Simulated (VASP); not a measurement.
# C (P2_1) in VASP: single point with PBE

Aim: the single point of C with PBE.

Everything below comes from runs of VASP 6.6.1. Logs are shortened: lines on timing, memory, paths and dates and some standing lists are left out, and cuts for length are marked.

### Step 1. The cell of the first run

Symmetry: P2_1, No. 4, monoclinic system. The conventional cell has a = 2.518 Å, b = 8.305 Å, c = 2.518 Å, α = 90.00°, β = 120.00°, γ = 90.00°. Within 2.0 Å of C (site symmetry 1) lie 4 C at 1.53 to 1.55 Å. C (site symmetry 1) has 4 C at 1.54 to 1.55 Å within 2.0 Å. C (site symmetry 1) has 4 C at 1.53 to 1.57 Å within 2.0 Å. C (site symmetry 1) has 4 C at 1.54 to 1.57 Å within 2.0 Å.

### Step 2. Single point, PBE (atoms displaced along several vibrational modes)

Contents of INCAR:

```
SYSTEM = C
PREC = Accurate ; ENCUT = 520
EDIFF = 1E-6 ; ISMEAR = 0
SIGMA = 0.05 ; LREAL = .FALSE.
LASPH = .TRUE. ; NELM = 80
ALGO = Normal ; ISIF = 2
LWAVE = .FALSE. ; LCHARG = .FALSE.
GGA = PE ; NBANDS = 26
```

Contents of KPOINTS:

```
regular mesh
0
G
  12 12 4
  0 0 0
```

Contents of POSCAR:

```
C
1.0
    2.5180642186      0.0000000000      0.0000000000
   -1.2590321093      2.1807075817      0.0000000000
    0.0000000000      0.0000000000      8.3046919353
C
8
Direct
   -0.0290656020     -0.0212774974      0.0929732494
    0.0290656020      0.0212774974      0.5929732494
    0.0290656020      0.0212774974      0.4070267506
   -0.0290656020     -0.0212774974      0.9070267506
    0.3095323894      0.6492431665      0.1555299995
    0.6904676106      0.3507568335      0.6555299995
    0.3571342772      0.6840901669      0.3444700005
    0.6428657228      0.3159098331      0.8444700005
```

Potentials or basis: VASP PAW PBE potentials, release 64 (C).

The run is started by

```bash
$ cat potpaw_PBE.64/C/POTCAR > POTCAR
$ mpirun -np 1 vasp_std > vasp.out
```

OUTCAR:

```text
SYSTEM = C
   PREC = Accurate
   ENCUT = 520
   EDIFF = 1E-6
   ISMEAR = 0
   LREAL = .FALSE.
   LASPH = .TRUE.
   NELM = 80
   ISIF = 2
   GGA = PE

 ion  position               nearest neighbor table
   1  0.971  0.979  0.093-   5 1.53   4 1.54   5 1.55   5 1.55
   2  0.029  0.021  0.593-   6 1.53   3 1.54   6 1.55   6 1.55
   3  0.029  0.021  0.407-   7 1.54   7 1.54   2 1.54   7 1.55
   4  0.971  0.979  0.907-   8 1.54   8 1.54   1 1.54   8 1.55
   5  0.310  0.649  0.156-   1 1.53   1 1.55   1 1.55   7 1.57
   6  0.690  0.351  0.656-   2 1.53   2 1.55   2 1.55   8 1.57
   7  0.357  0.684  0.344-   3 1.54   3 1.54   3 1.55   5 1.57
   8  0.643  0.316  0.844-   4 1.54   4 1.54   4 1.55   6 1.57

  LATTYP: Found a hexagonal cell.
 ALAT       =     2.5180642186
 C/A-ratio  =     3.2980461237

  Lattice vectors:

 A1 = (   2.5180642186,   0.0000000000,   0.0000000000)
 A2 = (  -1.2590321093,   2.1807075817,   0.0000000000)
 A3 = (   0.0000000000,   0.0000000000,   8.3046919353)

Analysis of symmetry for initial positions (statically):
=====================================================================
 Subroutine PRICEL returns:
 Original cell was already a primitive cell.

 Routine SETGRP: Setting up the symmetry group for a
 hexagonal supercell.

 Subroutine GETGRP returns: Found  2 space group operations
 (whereof  1 operations were pure point group operations)
 out of a pool of 24 trial point group operations.

The static configuration has the point symmetry C_1 .
 The point group associated with its full space group is C_2 .

Analysis of symmetry for dynamics (positions and initial velocities):
=====================================================================
 Subroutine PRICEL returns:
 Original cell was already a primitive cell.

 Routine SETGRP: Setting up the symmetry group for a
 hexagonal supercell.

 Subroutine GETGRP returns: Found  2 space group operations
 (whereof  1 operations were pure point group operations)
 out of a pool of 24 trial point group operations.

The dynamic configuration has the point symmetry C_1 .
 The point group associated with its full space group is C_2 .

 Subroutine INISYM returns: Found  2 space group operations
 (whereof  1 operations are pure point group operations),
 and found     1 'primitive' translations

----------------------------------------------------------------------------------------

                                     Primitive cell

  volume of cell :      45.6024

  direct lattice vectors                    reciprocal lattice vectors
     2.518064219  0.000000000  0.000000000     0.397130459  0.229283378  0.000000000
    -1.259032109  2.180707582  0.000000000     0.000000000  0.458566755  0.000000000
     0.000000000  0.000000000  8.304691935     0.000000000  0.000000000  0.120413859

  length of vectors
     2.518064219  2.518064219  8.304691935     0.458566755  0.458566755  0.120413859

  position of ions in fractional coordinates (direct lattice)
     0.970934398  0.978722503  0.092973249
     0.029065602  0.021277497  0.592973249
     0.029065602  0.021277497  0.407026751
     0.970934398  0.978722503  0.907026751
     0.309532389  0.649243166  0.155529999
     0.690467611  0.350756834  0.655529999
     0.357134277  0.684090167  0.344470001
     0.642865723  0.315909833  0.844470001

  ion indices of the primitive-cell ions
   primitive index   ion index
                 1           1
                 2           2
                 3           3
                 4           4
                 5           5
                 6           6
                 7           7
                 8           8

----------------------------------------------------------------------------------------

 KPOINTS: regular mesh

Automatic generation of k-mesh.
 Grid dimensions read from file:
 generate k-points for:   12   12    4

 Generating k-lattice:

  Cartesian coordinates                     Fractional coordinates (reciprocal lattice)
     0.033094205  0.019106948  0.000000000     0.083333333  0.000000000  0.000000000
     0.000000000  0.038213896  0.000000000     0.000000000  0.083333333  0.000000000
     0.000000000  0.000000000  0.030103465     0.000000000  0.000000000  0.250000000

  Length of vectors
     0.038213896  0.038213896  0.030103465

  Shift w.r.t. Gamma in fractional coordinates (k-lattice)
     0.000000000  0.000000000  0.000000000

 Subroutine IBZKPT returns following result:
 ===========================================

 Found    222 irreducible k-points:

 Following reciprocal coordinates:
            Coordinates               Weight
  0.000000  0.000000  0.000000      1.000000
  0.083333 -0.000000  0.000000      2.000000
  0.000000  0.083333  0.000000      2.000000
 -0.083333  0.083333  0.000000      2.000000
  0.166667 -0.000000  0.000000      2.000000
  0.000000  0.166667  0.000000      2.000000
[... 16 lines left out ...]
  0.166667  0.083333  0.000000      2.000000
 -0.083333  0.250000  0.000000      2.000000
 [... further k-points ...]
   k-points           NKPTS =    222   k-points in BZ     NKDIM =    222   number of bands    NBANDS=     26
   number of dos      NEDOS =    301   number of ions     NIONS =      8
   total plane-waves  NPLWV =  25600
   dimension x,y,z NGX =    20 NGY =   20 NGZ =   64
   dimension x,y,z NGXF=    40 NGYF=   40 NGZF=  128
   ions per type =               8
   NGX,Y,Z   is equivalent  to a cutoff of  13.20, 13.20, 12.81 a.u.
   NGXF,Y,Z  is equivalent  to a cutoff of  26.41, 26.41, 25.62 a.u.
 SYSTEM =  C
   PREC   = accura    normal or accurate (medium, high low for compatibility)
   ISTART =      0    job   : 0-new  1-cont  2-samecut
   ICHARG =      2    charge: 1-file 2-atom 10-const
   ISPIN  =      1    spin polarized calculation?
   LNONCOLLINEAR =      F non collinear calculations
   LSORBIT =      F    spin-orbit coupling
   LASPH  =      T    aspherical Exc in radial PAW
   ENCUT  =  520.0 eV  38.22 Ry    6.18 a.u.   4.68  4.68 15.44*2*pi/ulx,y,z
   NELM   =     80;   NELMIN=  2; NELMDL= -5     # of ELM steps
   EDIFF  = 0.1E-05   stopping-criterion for ELM
   LREAL  =      F    real-space projection
   EDIFFG = 0.1E-04   stopping-criterion for IOM
   NSW    =      0    number of steps for IOM
   IBRION =     -1    ionic relax: 0-MD 1-quasi-New 2-CG
   NFREE  =      0    steps in history (QN), initial steepest desc. (CG)
   ISIF   =      2    stress and relaxation
   ISYM   =      2    0-nonsym 1-usesym 2-fastsym
   POTIM  = 0.5000    time-step for ionic-motion
   TEBEG  =    0.0;   TEEND  =   0.0 temperature during run
   PSTRESS=    0.0 pullay stress
   NELECT =      32.0000    total number of electrons
   NUPDOWN=      -1.0000    fix difference up-down
   EMIN   =  10.00;   EMAX   =-10.00  energy-range for DOS
   EFERMI =   0.00;   METHOD = LEGACY
   ISMEAR =     0;   SIGMA  =   0.05  broadening in eV -4-tet -1-fermi 0-gaus
   EFERMI_NEDOS =   21; number of points for ismear=-14 and -15
   IALGO  =     38    algorithm
   IMIX   =      4    mixing-type and parameters
     AMIX     =   0.40;   BMIX     =  1.00
     AMIX_MAG =   1.60;   BMIX_MAG =  1.00
  volume/ion in A,a.u.               =       5.70        38.47
  Fermi-wavevector in a.u.,A,eV,Ry     =   1.454774  2.749124 28.794932  2.116368
  Thomas-Fermi vector in A             =   2.571886
   LORBIT       =      0    0 simple, 1 ext, 2 COOP (PROOUT), +10 PAW based schemes
   GGA     = PE    functional components
   LHFCALC =     F    Hartree Fock is set to
   AEXX    =    0.0000 exact exchange contribution
   IVDW    =     0    specifies the selected vdW correction
   LEPSILON=     F    determine dielectric tensor
   LRPA    =     F    only Hartree local field effects (RPA)
 non-spin polarized calculation
 Gauss-broadening in eV      SIGMA  =   0.05
  energy-cutoff  :      520.00
  volume of cell :       45.60
 maximum number of plane-waves:      1243
   NGX =  9   NGY =  9   NGZ = 31

 number of electron      31.9999996 magnetization

 Free energy of the ion-electron system (eV)
  ---------------------------------------------------
  ext. energy  EPLUGINS =         0.00000000
  ---------------------------------------------------
  free energy    TOTEN  =       -72.57348014 eV

  energy without entropy =      -72.57348014  energy(sigma->0) =      -72.57348014

 E-fermi :  10.0887     XC(G=0): -13.2261

 val. band max:        9.7804113211   @ k =   0.0000   0.0000   0.0000
 cond. band min:      14.3052231486   @ k =   0.4167  -0.0000   0.0000
 fundamental gap:      4.5248118275
 Fermi energy:        10.0886837489

 k-point     1 :       0.0000    0.0000    0.0000
  band No.  band energies     occupation
      1     -11.7659      2.00000
      2     -10.1305      2.00000
      3     -10.0230      2.00000
      4      -6.1251      2.00000
      5      -3.6609      2.00000
      6       2.9620      2.00000
[... 18 lines left out ...]
     25      17.9778      0.00000
     26      18.2501      0.00000

 k-point     2 :       0.0833   -0.0000    0.0000
  band No.  band energies     occupation
      1     -11.5946      2.00000
      2      -9.9618      2.00000
      3      -9.8550      2.00000
      4      -5.9722      2.00000
      5      -3.5028      2.00000
      6       3.0466      2.00000
[... 18 lines left out ...]
     25      18.4403      0.00000
     26      18.8148      0.00000

 k-point     3 :       0.0000    0.0833    0.0000
  band No.  band energies     occupation
      1     -11.5946      2.00000
      2      -9.9618      2.00000
      3      -9.8550      2.00000
      4      -5.9722      2.00000
      5      -3.5029      2.00000
      6       3.0467      2.00000
[... 572 lines left out ...]
 k-point    23 :       0.1667    0.0833    0.0000
  band No.  band energies     occupation
      1     -10.5739      2.00000
      2      -8.9575      2.00000
      3      -8.8562      2.00000
      4      -5.0622      2.00000
      5      -2.6034      2.00000
      6       2.7432      2.00000
[... 18 lines left out ...]
     25      19.6901      0.00000
     26      20.6329      0.00000

 k-point    24 :      -0.0833    0.2500    0.0000
  band No.  band energies     occupation
      1     -10.5739      2.00000
      2      -8.9575      2.00000
      3      -8.8563      2.00000
      4      -5.0620      2.00000
      5      -2.6041      2.00000
      6       2.7445      2.00000
[... 18 lines left out ...]
     25      19.6854      0.00000
     26      20.6269      0.00000

 [... further k-points ...]
[... 5 lines left out ...]
  --------------------------------------------------------------------------------------
  -------------------------------------------------------------------------------------
  Total        0.1724719      0.1729149      0.2263686     -0.0790435      0.0000000      0.0000000
  in kB        6.0595625      6.0751261      7.9531457     -2.7770836      0.0000000      0.0000000
  external PRESSURE =       6.6959447 kB  Pullay stress =       0.0000000 kB

 VOLUME and BASIS-vectors are now :
 -----------------------------------------------------------------------------
  energy-cutoff  :      520.00
  volume of cell :       45.60
      direct lattice vectors                 reciprocal lattice vectors
     2.518064219  0.000000000  0.000000000     0.397130459  0.229283378  0.000000000
    -1.259032109  2.180707582  0.000000000     0.000000000  0.458566755  0.000000000
     0.000000000  0.000000000  8.304691935     0.000000000  0.000000000  0.120413859

 POSITION                                       TOTAL-FORCE (eV/Angst)
 -----------------------------------------------------------------------------------
      1.21263      2.13431      0.77211         0.326941      0.314074     -0.000953
      0.04640      0.04640      4.92446        -0.326941     -0.314074     -0.000953
      0.04640      0.04640      3.38023        -0.300900     -0.314045      0.000560
      1.21263      2.13431      7.53258         0.300900      0.314045      0.000560
     -0.03800      1.41581      1.29163         0.234025      0.251410      0.013246
      1.29703      0.76490      5.44397        -0.234025     -0.251410      0.013246
      0.03800      1.49180      2.86072        -0.268859     -0.251346     -0.012854
      1.22104      0.68891      7.01306         0.268859      0.251346     -0.012854
 -----------------------------------------------------------------------------------
    total drift:                               -0.000000     -0.000000      0.000007

  FREE ENERGIE OF THE ION-ELECTRON SYSTEM (eV)
  ---------------------------------------------------
  free  energy   TOTEN  =       -72.5734801436 eV

  energy  without entropy=      -72.5734801436  energy(sigma->0) =      -72.57348014
```

Run time: 6 min. Hardware: 1 thread of Intel Xeon 8259CL, shared host; peak memory 0.29 GiB.

Results:

* Free energy: -72.5735 eV
* Pressure: 0.7 GPa
* Largest force: 0.453 eV/Å
* Band gap on the k mesh: 4.52 eV (least direct gap 5.30 eV)

Forces in eV/Å, atoms in the order of the input:
```
C    0.327  0.314 -0.001
C   -0.327 -0.314 -0.001
C   -0.301 -0.314  0.001
C    0.301  0.314  0.001
C    0.234  0.251  0.013
C   -0.234 -0.251  0.013
C   -0.269 -0.251 -0.013
C    0.269  0.251 -0.013
```

Levels at points of the mesh, in eV from the valence-band top:
| k point | band 12 | band 13 | band 14 | band 15 | band 16 | band 17 | band 18 | band 19 | band 20 | band 21 |
| --- | --- | --- | --- | --- | --- | --- | --- | --- | --- | --- |
| (0.00, 0.00, 0.00) | -1.63 | -1.61 | -0.17 | -0.03 | 0.00 | 5.30 | 5.31 | 5.45 | 7.10 | 7.12 |
| (0.50, 0.00, 0.00) | -5.02 | -4.88 | -4.59 | -3.62 | -2.95 | 4.60 | 5.41 | 5.98 | 6.14 | 6.50 |
| (0.00, 0.50, 0.00) | -5.02 | -4.88 | -4.61 | -3.61 | -2.96 | 4.62 | 5.48 | 6.00 | 6.08 | 6.55 |
| (0.50, 0.50, 0.00) | -5.03 | -4.87 | -4.64 | -3.60 | -2.97 | 4.65 | 5.57 | 5.99 | 6.04 | 6.59 |
| (0.00, 0.00, 0.50) | -2.56 | -0.65 | -0.65 | -0.64 | -0.64 | 6.06 | 6.06 | 6.06 | 6.06 | 6.69 |
| (0.50, 0.00, 0.50) | -5.96 | -4.66 | -4.66 | -3.64 | -3.64 | 4.94 | 4.94 | 6.80 | 6.80 | 7.63 |
| (0.00, 0.50, 0.50) | -5.95 | -4.68 | -4.68 | -3.64 | -3.64 | 4.96 | 4.96 | 6.88 | 6.88 | 7.57 |
| (0.50, 0.50, 0.50) | -5.94 | -4.70 | -4.70 | -3.64 | -3.64 | 4.98 | 4.98 | 6.97 | 6.97 | 7.50 |

Caveat: the cell differs from its parent crystal (atoms displaced along several vibrational modes). A k mesh can miss the band edges.
